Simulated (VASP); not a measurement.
Set up this calculation in VASP 6.6.1, as the native input.

- Task: single point
- Functional: PBE
- Dispersion: D3(BJ)
- Potentials or basis: VASP PAW PBE potentials, release 64 (Pb_d, Se)
- Cutoff: 520 eV
- k mesh: 10 × 10 × 10
- Occupations: gaussian, width 0.03 eV
- Spin: no spin polarisation
- Dipole correction: no
- Further INCAR settings: ALGO = Normal; EDIFF = 1e-06; NBANDS = 17

The structure of PbSe lies in POSCAR:

```
PbSe
1.0
    0.0000000000      3.0890628821      3.2413536822
    3.0890628821      0.0000000000      3.2413536822
    3.0890628821      3.0890628821      0.0000000000
Pb Se
1 1
Direct
    0.0000000000      0.0000000000      0.0000000000
    0.5000000000      0.5000000000      0.5000000000
```

These files were run (other wordings do the same):

INCAR

```
SYSTEM = PbSe
  PREC = Accurate
  ENCUT = 520
  EDIFF = 1E-6
  ISMEAR = 0
  SIGMA = 0.03
  LREAL = .False.
  LASPH = .True.
  NELM = 80
  ALGO = Normal
  ISIF = 2
  LWAVE = .False.
  LCHARG = .False.
  GGA = PE
  IVDW = 12
  NBANDS = 17
```

KPOINTS

```
regular mesh
0
Gamma
  10 10 10
  0 0 0
```

Potentials or basis: VASP PAW PBE potentials, release 64 (Pb_d, Se).

Command:

```bash
$ cat potpaw_PBE.64/Pb_d/POTCAR potpaw_PBE.64/Se/POTCAR > POTCAR
$ mpirun -np 1 vasp_std > vasp.out
```

It gave:

The pressure is -2.5 GPa. The band gap on the k mesh is 0.47 eV. The dispersion energy per atom is -0.341 eV.

Caveat: spin-orbit coupling is left out, which moves the levels of the heavy elements.

Run time: 51 s on 1 thread of AMD EPYC 9R45 96-Core Processor (Zen 5), on a shared host, peak memory 0.25 GiB.
